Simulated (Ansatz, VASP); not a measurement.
**GdN in VASP and in Ansatz**

```
CELL_PARAMETERS angstrom
0.00000 2.49950 2.49950
2.49950 0.00000 2.49950
2.49950 2.49950 0.00000
ATOMIC_POSITIONS crystal
Gd 0.50000 0.50000 0.50000
N 0.00000 0.00000 0.00000
```

Alike in both runs: task single point; functional PBEsol; k mesh 8 × 8 × 8; occupations gaussian, width 0.05 eV; collinear spin; Hubbard terms Gd f U = 6.0 eV.

```csv
,VASP,Ansatz
version,VASP 6.6.1,Ansatz 0.2.0
potentials or method,"VASP PAW PBE potentials, release 64 (Gd, N), cutoff 520 eV","scalar-relativistic, plane waves, PAW"
valence electrons in the cell,23,23
```

```csv
,VASP,Ansatz,Ansatz less VASP
gap on the k mesh at the Fermi level (eV),none,none,-
pressure (GPa),-4.6,-5.1,-0.50
net moment per atom (μB),3.50,3.50,0.000
size of the moment on the site where the two differ most (μB),6.88,6.93,+0.054
```

VASP's potentials were made for PBE, not for PBEsol. Site moments also hang on the region over which each program counts them. The programs project onto different local orbitals, so the same U acts differently, and such runs can settle in different states. A gap of «none» marks a metal or a gap that the smearing closes. Ansatz's warnings: filled band counts differ across k points.

Spin-orbit coupling is off throughout.
